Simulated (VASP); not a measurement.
# NaF (I4/mmm) in VASP: a series of runs, part 2 of 2

VASP 6.6.1. Earlier steps stand in the parts before.

## Step 4: Single point, PBE (strain -0.0050 x Voigt [0, 0, 1, 0, 0, 0])

INCAR

```
SYSTEM = NaF
  PREC = Accurate
  ENCUT = 520
  EDIFF = 1E-6
  ISMEAR = 0
  SIGMA = 0.05
  LREAL = .False.
  LASPH = .True.
  NELM = 100
  ALGO = Normal
  ISIF = 2
  LWAVE = .False.
  LCHARG = .False.
  GGA = PE
  NBANDS = 14
```

KPOINTS

```
regular mesh
0
Gamma
  8 8 8
  0 0 0
```

POSCAR

```
NaF
1.0
    0.0000000000      2.3233000000      2.3116835000
    2.3233000000      0.0000000000      2.3116835000
    2.3233000000      2.3233000000      0.0000000000
Na F
1 1
Direct
    0.0000000000      0.0000000000      0.0000000000
    0.5000000000      0.5000000000      0.5000000000
```

Potentials or basis: VASP PAW PBE potentials, release 64 (Na_pv, F).

Started as:

```bash
> cat potpaw_PBE.64/Na_pv/POTCAR potpaw_PBE.64/F/POTCAR > POTCAR
> mpirun -np 1 vasp_std > vasp.out
```

OUTCAR:

```text
SYSTEM = NaF
   PREC = Accurate
   ENCUT = 520
   EDIFF = 1E-6
   ISMEAR = 0
   LREAL = .False.
   LASPH = .True.
   NELM = 100
   ISIF = 2
   GGA = PE

 ion  position               nearest neighbor table
   1  0.000  0.000  0.000-   2 2.31   2 2.31   2 2.32   2 2.32   2 2.32   2 2.32
   2  0.500  0.500  0.500-   1 2.31   1 2.31   1 2.32   1 2.32   1 2.32   1 2.32

  LATTYP: Found a body centered tetragonal cell.
 ALAT       =     3.2856423695
 C/A-ratio  =     1.4071424946

  Lattice vectors:

 A1 = (   0.0000000000,  -2.3233000000,  -2.3116835000)
 A2 = (   0.0000000000,   2.3233000000,  -2.3116835000)
 A3 = (   2.3233000000,   0.0000000000,   2.3116835000)

Analysis of symmetry for initial positions (statically):
=====================================================================
 Subroutine PRICEL returns:
 Original cell was already a primitive cell.

 Routine SETGRP: Setting up the symmetry group for a
 body centered tetragonal supercell.

 Subroutine GETGRP returns: Found 16 space group operations
 (whereof 16 operations were pure point group operations)
 out of a pool of 16 trial point group operations.

The static configuration has the point symmetry D_4h.

Analysis of symmetry for dynamics (positions and initial velocities):
=====================================================================
 Subroutine PRICEL returns:
 Original cell was already a primitive cell.

 Routine SETGRP: Setting up the symmetry group for a
 body centered tetragonal supercell.

 Subroutine GETGRP returns: Found 16 space group operations
 (whereof 16 operations were pure point group operations)
 out of a pool of 16 trial point group operations.

The dynamic configuration has the point symmetry D_4h.

 Subroutine INISYM returns: Found 16 space group operations
 (whereof 16 operations are pure point group operations),
 and found     1 'primitive' translations

----------------------------------------------------------------------------------------

[... 121 lines left out ...]
   LEPSILON=     F    determine dielectric tensor
   LRPA    =     F    only Hartree local field effects (RPA)
 non-spin polarized calculation
 Gauss-broadening in eV      SIGMA  =   0.05
  energy-cutoff  :      520.00
  volume of cell :       24.96
 maximum number of plane-waves:       692
   NGX = 13   NGY = 13   NGZ = 13

 number of electron      13.9999982 magnetization

 Free energy of the ion-electron system (eV)
  ---------------------------------------------------
  ext. energy  EPLUGINS =         0.00000000
  ---------------------------------------------------
  free energy    TOTEN  =        -8.56245918 eV

  energy without entropy =       -8.56245918  energy(sigma->0) =       -8.56245918

 E-fermi :  -1.8937     XC(G=0):  -9.1404

 val. band max:       -2.0978690965   @ k =   0.0000   0.0000   0.0000
 cond. band min:       4.1841786648   @ k =   0.0000   0.0000   0.0000
 fundamental gap:      6.2820477612
 Fermi energy:        -1.8937435201

 k-point     1 :       0.0000    0.0000    0.0000
  band No.  band energies     occupation
      1     -21.2655      2.00000
      2     -21.0545      2.00000
      3     -21.0545      2.00000
      4     -21.0527      2.00000
      5      -2.0981      2.00000
      6      -2.0979      2.00000
      7      -2.0979      2.00000
      8       4.1842      0.00000
      9      16.8444      0.00000
     10      16.8444      0.00000
     11      16.8794      0.00000
     12      19.7113      0.00000
     13      21.8129      0.00000
     14      21.9578      0.00000
[... 377 lines left out ...]
      1     -21.7633      2.00000
      2     -21.0731      2.00000
      3     -21.0714      2.00000
      4     -20.4433      2.00000
      5      -3.3150      2.00000
      6      -2.3751      2.00000
      7      -2.3291      2.00000
      8       7.4304      0.00000
      9      11.8641      0.00000
     10      16.9533      0.00000
     11      17.5878      0.00000
     12      18.9010      0.00000
     13      21.9360      0.00000
     14      23.6700      0.00000

 [... further k-points ...]

------------------------ aborting loop because EDIFF is reached ----------------------------------------

  FORCE on cell =-STRESS in cart. coord.  units (eV):
  Direction    XX          YY          ZZ          XY          YZ          ZX
  --------------------------------------------------------------------------------------
  -------------------------------------------------------------------------------------
  Total        0.2626630      0.2626630      0.3319313      0.0000000      0.0000000      0.0000000
  in kB       16.8632201     16.8632201     21.3103105      0.0000000      0.0000000      0.0000000
  external PRESSURE =      18.3455836 kB  Pullay stress =       0.0000000 kB

 VOLUME and BASIS-vectors are now :
 -----------------------------------------------------------------------------
  energy-cutoff  :      520.00
  volume of cell :       24.96
      direct lattice vectors                 reciprocal lattice vectors
     0.000000000  2.323300000  2.311683500    -0.215211122  0.215211122  0.216292585
     2.323300000  0.000000000  2.311683500     0.215211122 -0.215211122  0.216292585
     2.323300000  2.323300000  0.000000000     0.215211122  0.215211122 -0.216292585

 POSITION                                       TOTAL-FORCE (eV/Angst)
 -----------------------------------------------------------------------------------
      0.00000      0.00000      0.00000        -0.000000      0.000000      0.000000
      2.32330      2.32330      2.31168         0.000000     -0.000000      0.000000
 -----------------------------------------------------------------------------------
    total drift:                                0.000000     -0.000000      0.000000

  FREE ENERGIE OF THE ION-ELECTRON SYSTEM (eV)
  ---------------------------------------------------
  free  energy   TOTEN  =        -8.5624591785 eV

  energy  without entropy=       -8.5624591785  energy(sigma->0) =       -8.56245918
```

OSZICAR:

```text
N       E                     dE             d eps       ncg     rms          rms(c)
DAV:   1     0.106784518645E+03    0.10678E+03   -0.77914E+03  1676   0.124E+03
DAV:   2    -0.391909173964E+01   -0.11070E+03   -0.10303E+03  1850   0.340E+02
DAV:   3    -0.941288852063E+01   -0.54938E+01   -0.54839E+01  2078   0.684E+01
DAV:   4    -0.945813568422E+01   -0.45247E-01   -0.45245E-01  1868   0.668E+00
DAV:   5    -0.945859519091E+01   -0.45951E-03   -0.45950E-03  2066   0.671E-01    0.542E+00
DAV:   6    -0.857036685659E+01    0.88823E+00   -0.30814E+00  2010   0.148E+01    0.182E+00
DAV:   7    -0.856043776029E+01    0.99291E-02   -0.29807E-02  1742   0.204E+00    0.106E+00
DAV:   8    -0.856190181747E+01   -0.14641E-02   -0.28848E-02  1778   0.337E+00    0.150E-01
DAV:   9    -0.856256720603E+01   -0.66539E-03   -0.42201E-03  1976   0.603E-01    0.124E-01
DAV:  10    -0.856246136279E+01    0.10584E-03   -0.79350E-04  1802   0.328E-01    0.160E-02
DAV:  11    -0.856245881068E+01    0.25521E-05   -0.28029E-05  1994   0.724E-02    0.301E-03
DAV:  12    -0.856245917850E+01   -0.36782E-06   -0.15068E-06  1772   0.140E-02
   1 F= -.85624592E+01 E0= -.85624592E+01  d E =-.947535E-11
```

It took 8.4 s on 1 thread of Intel Xeon Platinum 8259CL at 2.50GHz (Skylake/Cascade Lake), shared host; peak memory 0.14 GiB.

What came out:

- Free energy: -8.5625 eV
- Pressure: 1.8 GPa
- Band gap on the k mesh: 6.28 eV

Stress tensor (GPa, compression positive):
```
1.69 0.00 0.00
0.00 1.69 0.00
0.00 0.00 2.13
```

Caveat: the cell differs from its parent crystal (strain -0.0050 x Voigt [0, 0, 1, 0, 0, 0]).

## Step 5: Single point, PBE (strain +0.0050 x Voigt [0, 0, 1, 0, 0, 0])

INCAR

```
  PREC = Accurate
  ENCUT = 520
  EDIFF = 1E-6
  ISMEAR = 0
  SIGMA = 0.05
  LREAL = F
  LASPH = T
  NELM = 80
  ALGO = Normal
  ISIF = 2
  LWAVE = F
  LCHARG = F
  GGA = PE
  NBANDS = 14
```

KPOINTS

```
regular mesh
0
Gamma
  8 8 8
```

POSCAR

```
NaF
1.0
    0.0000000000      2.3233000000      2.3349165000
    2.3233000000      0.0000000000      2.3349165000
    2.3233000000      2.3233000000      0.0000000000
Na F
1 1
Direct
    0.0000000000      0.0000000000      0.0000000000
    0.5000000000      0.5000000000      0.5000000000
```

Potentials or basis: VASP PAW PBE potentials, release 64 (Na_pv, F).

Started as:

```bash
> cat potpaw_PBE.64/Na_pv/POTCAR potpaw_PBE.64/F/POTCAR > POTCAR
> mpirun -np 1 vasp_std > vasp.out
```

OUTCAR:

```text
PREC = Accurate
   ENCUT = 520
   EDIFF = 1E-6
   ISMEAR = 0
   LREAL = F
   LASPH = T
   NELM = 80
   ISIF = 2
   GGA = PE

 ion  position               nearest neighbor table
   1  0.000  0.000  0.000-   2 2.32   2 2.32   2 2.32   2 2.32   2 2.33   2 2.33
   2  0.500  0.500  0.500-   1 2.32   1 2.32   1 2.32   1 2.32   1 2.33   1 2.33

  LATTYP: Found a body centered tetragonal cell.
 ALAT       =     3.2856423695
 C/A-ratio  =     1.4212846302

  Lattice vectors:

 A1 = (  -2.3233000000,   0.0000000000,   2.3349165000)
 A2 = (   2.3233000000,   0.0000000000,   2.3349165000)
 A3 = (   0.0000000000,   2.3233000000,  -2.3349165000)

Analysis of symmetry for initial positions (statically):
=====================================================================
 Subroutine PRICEL returns:
 Original cell was already a primitive cell.

 Routine SETGRP: Setting up the symmetry group for a
 body centered tetragonal supercell.

 Subroutine GETGRP returns: Found 16 space group operations
 (whereof 16 operations were pure point group operations)
 out of a pool of 16 trial point group operations.

The static configuration has the point symmetry D_4h.

Analysis of symmetry for dynamics (positions and initial velocities):
=====================================================================
 Subroutine PRICEL returns:
 Original cell was already a primitive cell.

 Routine SETGRP: Setting up the symmetry group for a
 body centered tetragonal supercell.

 Subroutine GETGRP returns: Found 16 space group operations
 (whereof 16 operations were pure point group operations)
 out of a pool of 16 trial point group operations.

The dynamic configuration has the point symmetry D_4h.

 Subroutine INISYM returns: Found 16 space group operations
 (whereof 16 operations are pure point group operations),
 and found     1 'primitive' translations

[... 123 lines left out ...]
   LEPSILON=     F    determine dielectric tensor
   LRPA    =     F    only Hartree local field effects (RPA)
 non-spin polarized calculation
 Gauss-broadening in eV      SIGMA  =   0.05
  energy-cutoff  :      520.00
  volume of cell :       25.21
 maximum number of plane-waves:       692
   NGX = 13   NGY = 13   NGZ = 13

 number of electron      13.9999983 magnetization

 Free energy of the ion-electron system (eV)
  ---------------------------------------------------
  ext. energy  EPLUGINS =         0.00000000
  ---------------------------------------------------
  free energy    TOTEN  =        -8.56534327 eV

  energy without entropy =       -8.56534327  energy(sigma->0) =       -8.56534327

 E-fermi :  -1.8295     XC(G=0):  -9.0929

 val. band max:       -2.1407079785   @ k =   0.0000   0.0000   0.0000
 cond. band min:       4.0876675196   @ k =   0.0000   0.0000   0.0000
 fundamental gap:      6.2283754981
 Fermi energy:        -1.8295142886

 k-point     1 :       0.0000    0.0000    0.0000
  band No.  band energies     occupation
      1     -21.2921      2.00000
      2     -21.1282      2.00000
      3     -21.1263      2.00000
      4     -21.1263      2.00000
      5      -2.1411      2.00000
      6      -2.1410      2.00000
      7      -2.1407      2.00000
      8       4.0877      0.00000
      9      16.7183      0.00000
     10      16.7529      0.00000
     11      16.7529      0.00000
     12      19.5762      0.00000
     13      21.6674      0.00000
     14      21.8103      0.00000
[... 377 lines left out ...]
      1     -21.8037      2.00000
      2     -21.1463      2.00000
      3     -21.1436      2.00000
      4     -20.5042      2.00000
      5      -3.3440      2.00000
      6      -2.4119      2.00000
      7      -2.3707      2.00000
      8       7.3231      0.00000
      9      11.7419      0.00000
     10      16.8418      0.00000
     11      17.4033      0.00000
     12      18.7672      0.00000
     13      21.7274      0.00000
     14      23.4991      0.00000

 [... further k-points ...]

------------------------ aborting loop because EDIFF is reached ----------------------------------------

  FORCE on cell =-STRESS in cart. coord.  units (eV):
  Direction    XX          YY          ZZ          XY          YZ          ZX
  --------------------------------------------------------------------------------------
  -------------------------------------------------------------------------------------
  Total        0.2267526      0.2267526      0.1620380      0.0000000      0.0000000      0.0000000
  in kB       14.4128830     14.4128830     10.2994883      0.0000000      0.0000000      0.0000000
  external PRESSURE =      13.0417515 kB  Pullay stress =       0.0000000 kB

 VOLUME and BASIS-vectors are now :
 -----------------------------------------------------------------------------
  energy-cutoff  :      520.00
  volume of cell :       25.21
      direct lattice vectors                 reciprocal lattice vectors
     0.000000000  2.323300000  2.334916500    -0.215211122  0.215211122  0.214140420
     2.323300000  0.000000000  2.334916500     0.215211122 -0.215211122  0.214140420
     2.323300000  2.323300000  0.000000000     0.215211122  0.215211122 -0.214140420

 POSITION                                       TOTAL-FORCE (eV/Angst)
 -----------------------------------------------------------------------------------
      0.00000      0.00000      0.00000         0.000000     -0.000000      0.000000
      2.32330      2.32330      2.33492        -0.000000      0.000000      0.000000
 -----------------------------------------------------------------------------------
    total drift:                                0.000000     -0.000000      0.000000

  FREE ENERGIE OF THE ION-ELECTRON SYSTEM (eV)
  ---------------------------------------------------
  free  energy   TOTEN  =        -8.5653432717 eV

  energy  without entropy=       -8.5653432717  energy(sigma->0) =       -8.56534327
```

OSZICAR:

```text
N       E                     dE             d eps       ncg     rms          rms(c)
DAV:   1     0.108434965200E+03    0.10843E+03   -0.77297E+03  1686   0.121E+03
DAV:   2    -0.387373770402E+01   -0.11231E+03   -0.10429E+03  1862   0.344E+02
DAV:   3    -0.941837984768E+01   -0.55446E+01   -0.55343E+01  2060   0.688E+01
DAV:   4    -0.946273366235E+01   -0.44354E-01   -0.44352E-01  1892   0.668E+00
DAV:   5    -0.946318186852E+01   -0.44821E-03   -0.44820E-03  2042   0.670E-01    0.542E+00
DAV:   6    -0.857354395222E+01    0.88964E+00   -0.31079E+00  2004   0.147E+01    0.183E+00
DAV:   7    -0.856331070328E+01    0.10233E-01   -0.29345E-02  1742   0.204E+00    0.106E+00
DAV:   8    -0.856476790461E+01   -0.14572E-02   -0.29231E-02  1796   0.342E+00    0.149E-01
DAV:   9    -0.856545621166E+01   -0.68831E-03   -0.42194E-03  1982   0.598E-01    0.126E-01
DAV:  10    -0.856534499729E+01    0.11121E-03   -0.80147E-04  1814   0.321E-01    0.151E-02
DAV:  11    -0.856534288402E+01    0.21133E-05   -0.28436E-05  1934   0.755E-02    0.332E-03
DAV:  12    -0.856534327173E+01   -0.38771E-06   -0.15673E-06  1820   0.149E-02
   1 F= -.85653433E+01 E0= -.85653433E+01  d E =-.235008E-20
```

stdout:

```text
POSCAR found type information on POSCAR NaF
 POSCAR found :  2 types and       2 ions
 scaLAPACK will be used
 LDA part: xc-table for (Slater+PW92), standard interpolation
 POSCAR, INCAR and KPOINTS ok, starting setup
 FFT: planning ... GRIDC
 FFT: planning ... GRID_SOFT
 FFT: planning ... GRID
 WAVECAR not read
 entering main loop
```

Wall time 8.4 s (1 thread of Intel Xeon Platinum 8259CL at 2.50GHz (Skylake/Cascade Lake), shared host); peak memory 0.14 GiB.

Results:

```yaml
Free_energy: -8.5653 eV
Pressure: 1.3 GPa
Band_gap_on_the_k_mesh: 6.23 eV
```

Levels at points of the mesh, in eV from the valence-band top:
| k point | band 5 | band 6 | band 7 | band 8 | band 9 | band 10 |
| --- | --- | --- | --- | --- | --- | --- |
| (0.00, 0.00, 0.00) | 0.00 | 0.00 | 0.00 | 6.23 | 18.86 | 18.89 |
| (0.50, 0.00, 0.00) | -1.56 | -0.25 | -0.25 | 10.70 | 12.35 | 19.92 |
| (0.50, 0.50, 0.00) | -1.26 | -0.39 | -0.39 | 13.00 | 13.29 | 13.46 |
| (0.50, 0.00, 0.50) | -1.25 | -0.40 | -0.40 | 13.07 | 13.24 | 13.48 |

Caveat: the cell differs from its parent crystal (strain +0.0050 x Voigt [0, 0, 1, 0, 0, 0]).

## Step 6: Summary

| cell | gap on the mesh (eV) | pressure (GPa) |
| --- | --- | --- |
| a = 3.253, b = 3.253, c = 3.286 Å, angles 59.7, 59.7, 60.7°, 2 atoms | 6.36 | 2.8 |
| a = 3.269, b = 3.269, c = 3.286 Å, angles 59.8, 59.8, 60.3°, 2 atoms | 6.31 | 2.1 |
| a = 3.277, b = 3.277, c = 3.286 Å, angles 59.9, 59.9, 60.2°, 2 atoms | 6.28 | 1.8 |
| a = 3.294, b = 3.294, c = 3.286 Å, angles 60.1, 60.1, 59.8°, 2 atoms | 6.23 | 1.3 |

Alike in all rows: task single point; level PBE; potentials or basis VASP PAW PBE potentials, release 64 (Na_pv, F); no spin polarisation; k mesh 8 × 8 × 8; cutoff (eV) 520; smearing gaussian 0.05 eV.

Absolute energies hang on the potentials; compare differences alone.
